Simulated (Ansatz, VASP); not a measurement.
**Ba2VReO6: VASP beside Ansatz**

File POSCAR:

```
Ba2VReO6
1.0
    0.0000000000      4.0787620000      4.0787620000
    4.0787620000      0.0000000000      4.0787620000
    4.0787620000      4.0787620000      0.0000000000
Re V O Ba
1 1 6 2
Direct
    0.0000000000      0.0000000000      0.0000000000
    0.5000000000      0.5000000000      0.5000000000
    0.7500000000      0.2500000000      0.2500000000
    0.2500000000      0.7500000000      0.2500000000
    0.2500000000      0.7500000000      0.7500000000
    0.7500000000      0.2500000000      0.7500000000
    0.2500000000      0.2500000000      0.7500000000
    0.7500000000      0.7500000000      0.2500000000
    0.2500000000      0.2500000000      0.2500000000
    0.7500000000      0.7500000000      0.7500000000
```

The input INCAR.step1:

```
PREC     = Accurate       # precision mode
ENCUT    = 660            # plane-wave cutoff, eV
ISMEAR   = -1             # smearing method
SIGMA    = 0.1            # smearing width, eV
LREAL    = F              # projectors in reciprocal space
LASPH    = T              # aspherical terms in the spheres
NELM     = 120            # most SCF steps
NBANDS   = 53             # bands
GGA      = PE             # functional
ALGO     = Normal         # electronic algorithm
EDIFF    = 1E-5           # SCF threshold, eV
LWAVE    = T              # write WAVECAR
LCHARG   = F              # write CHGCAR
GGA_COMPAT= F
```

File INCAR.step2:

```
PREC     = Accurate       # precision mode
ENCUT    = 660            # plane-wave cutoff, eV
EDIFF    = 1E-6           # SCF threshold, eV
ISMEAR   = -1             # smearing method
SIGMA    = 0.1            # smearing width, eV
LREAL    = F              # projectors in reciprocal space
LASPH    = T              # aspherical terms in the spheres
NELM     = 120            # most SCF steps
ALGO     = Normal         # electronic algorithm
ISIF     = 2              # what is computed and relaxed
LWAVE    = F              # write WAVECAR
LCHARG   = T              # write CHGCAR
METAGGA  = R2SCAN         # meta-GGA
LMIXTAU  = T            
LELF     = T              # ELF
LVHAR    = T            
NBANDS   = 53             # bands
ISTART   = 1            
GGA_COMPAT= F
```

KPOINTS

```
Automatic mesh
0
Gamma
  4 4 4
```

Input for Ansatz:

```yaml
crystal:
  lattice:
    - [0.0, 4.078762, 4.078762]
    - [4.078762, 0.0, 4.078762]
    - [4.078762, 4.078762, 0.0]
  atoms:
    - { symbol: Re, position: [0.0, 0.0, 0.0] }
    - { symbol: V, position: [0.5, 0.5, 0.5] }
    - { symbol: O, position: [0.75, 0.25, 0.25] }
    - { symbol: O, position: [0.25, 0.75, 0.25] }
    - { symbol: O, position: [0.25, 0.75, 0.75] }
    - { symbol: O, position: [0.75, 0.25, 0.75] }
    - { symbol: O, position: [0.25, 0.25, 0.75] }
    - { symbol: O, position: [0.75, 0.75, 0.25] }
    - { symbol: Ba, position: [0.25, 0.25, 0.25] }
    - { symbol: Ba, position: [0.75, 0.75, 0.75] }
  symmetry: { tolerance: 0.0003 }
kpoints:
  mp_grid: { grid: [4, 4, 4], shift: [0, 0, 0] }
magnetization:
  spin_polarized: false
scf:
  occupations: { method: fermi_dirac }
hamiltonian:
  pseudopotentials: { kind: paw }
  xc: r2scan
basis:
  ecutwfc: 500
output:
  forces: true
  stress: true
  eigenvalues: true
  write_density: true
  write_potential: true
  elf: true
  volumetric_format: npy
```

Alike in both runs: task single point; functional r2SCAN; k mesh 4 × 4 × 4; no spin polarisation.

|  | VASP | Ansatz |
| --- | --- | --- |
| version | VASP 6.6.1 | Ansatz 0.2.0 |
| potentials or method | VASP PAW PBE potentials, release 64 (Re_sv_GW, V_sv, O, Ba_sv), cutoff 660 eV | PAW plane waves |
| occupations | fermi-dirac, width 0.1 eV | fermi-dirac |
| valence electrons in the cell | 84 | 84 |

|  | VASP | Ansatz | Ansatz less VASP |
| --- | --- | --- | --- |
| gap on the k mesh at the Fermi level (eV) | none | none | - |
| pressure (GPa) | -11.8 | -13.0 | -1.20 |

VASP's potentials were made for PBE, not for r2SCAN. A gap of «none» marks a metal or a gap that the smearing closes.

Spin-orbit coupling is off throughout.
